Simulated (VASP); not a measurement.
## MgC18: single point with LDA

The system is MgC18, a slab with vacuum.

```
CELL_PARAMETERS angstrom
7.39800 0.00000 0.00000
-3.69900 6.40686 0.00000
0.00000 0.00000 12.00000
ATOMIC_POSITIONS crystal
C 0.99372 0.00110 0.08094
C 0.21583 0.11214 0.08091
C 0.99300 0.33424 0.08099
C 0.21653 0.44599 0.08098
C 0.99378 0.66800 0.08090
C 0.21574 0.77896 0.08099
C 0.32686 0.00117 0.08102
C 0.55030 0.11286 0.08097
C 0.32761 0.33567 0.08087
C 0.54882 0.44590 0.08101
C 0.32753 0.66728 0.08095
C 0.54889 0.77825 0.08104
C 0.66072 0.00189 0.08103
C 0.88193 0.11279 0.08093
C 0.66063 0.33415 0.08100
C 0.88200 0.44447 0.08087
C 0.65923 0.66735 0.08096
C 0.88268 0.77905 0.08097
Mg 0.10427 0.89017 0.29017
```

```
Program             : VASP 6.6.1
Task                : single point
Functional          : LDA
Potentials or basis : VASP PAW LDA potentials, release 64 (C, Mg)
Cutoff              : 520 eV
k mesh              : 2 × 2 × 1
Occupations         : fermi-dirac, width 0.05 eV
Spin                : no spin polarisation
```

The largest force is 0.043 eV/Å. The band gap on the k mesh is 0.07 eV (least direct gap 0.15 eV).

Forces on the atoms (eV/Å):
```
C    0.002 -0.011  0.002
C   -0.003  0.000  0.007
C   -0.003 -0.020 -0.002
C    0.014  0.010  0.009
C   -0.014 -0.004  0.005
C    0.002  0.013  0.001
C   -0.006 -0.023 -0.001
C    0.011  0.004 -0.001
C   -0.015 -0.004  0.002
C    0.005  0.022  0.001
C   -0.003 -0.002  0.000
C   -0.002  0.008  0.003
C   -0.012 -0.004  0.008
C    0.005  0.014  0.001
C    0.008 -0.001  0.001
C   -0.003  0.017  0.007
C    0.002 -0.013 -0.001
C    0.015 -0.004  0.000
Mg  -0.001 -0.001 -0.043
```

Levels at points of the mesh, in eV from the valence-band top:
```csv
k point,band 34,band 35,band 36,band 37,band 38,band 39,band 40,band 41
"(0.00, 0.00, 0.00)",-2.96,-0.09,-0.09,-0.09,0.07,0.07,3.64,3.64
"(0.50, 0.00, 0.00)",-2.66,-2.60,-2.32,0.00,1.58,2.40,2.44,2.47
"(0.00, 0.50, 0.00)",-2.66,-2.60,-2.32,0.00,1.59,2.40,2.44,2.47
"(0.50, 0.50, 0.00)",-2.66,-2.60,-2.32,0.00,1.58,2.40,2.44,2.47
```

Wall time 8.2 min on 1 thread of Intel Xeon 8259CL, with other jobs on the host, peak memory 0.44 GiB.

Caveat: the k points lie up to 0.49 Å⁻¹ apart.
